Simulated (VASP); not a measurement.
Wanted: the native input for a VASP 6.6.1 run.

- Task: single point
- Functional: PBEsol
- Potentials or basis: VASP PAW PBE potentials, release 64 (Sn_d)
- Cutoff: 520 eV
- k mesh: 14 × 14 × 14
- Occupations: fermi-dirac, width 0.1 eV
- Spin: no spin polarisation
- Dipole correction: no
- Further INCAR settings: ALGO = Normal; EDIFF = 1e-06; NBANDS = 13

The structure of Sn lies in POSCAR:

```
Sn
1.0
    3.0331809075      0.0000000000      0.0000000000
    0.0000000000      3.0331809075      0.0000000000
    0.0000000000      0.0000000000      3.0331809075
Sn
1
Direct
    0.0000000000      0.0000000000      0.0000000000
```

The input as run:

INCAR

```
  PREC = Accurate
  ENCUT = 520
  EDIFF = 1E-6
  ISMEAR = -1
  SIGMA = 0.1
  LREAL = F
  LASPH = T
  NELM = 60
  ALGO = Normal
  ISIF = 2
  LWAVE = F
  LCHARG = F
  GGA = PS
  NBANDS = 13
```

KPOINTS

```
regular mesh
0
Gamma
  14 14 14
```

Potentials or basis: VASP PAW PBE potentials, release 64 (Sn_d).

Run with:

```console
$ cat potpaw_PBE.64/Sn_d/POTCAR > POTCAR
$ mpirun -np 1 vasp_std > vasp.out
```

Results of the run:

```json
{"Pressure": "0.0 GPa", "Band gap on the k mesh": "zero (band 7 reaches 12.85 eV, above the bottom of band 8 at 5.14 eV)"}
```

Caveat: the PAW data sets were made with another functional, which shifts forces and pressure a little; spin-orbit coupling is left out, which moves the levels of the heavy elements.

Wall time 10 s on 1 thread of Intel(R) Xeon(R) Platinum 8488C (Sapphire Rapids) (shared host), peak memory 0.16 GiB.
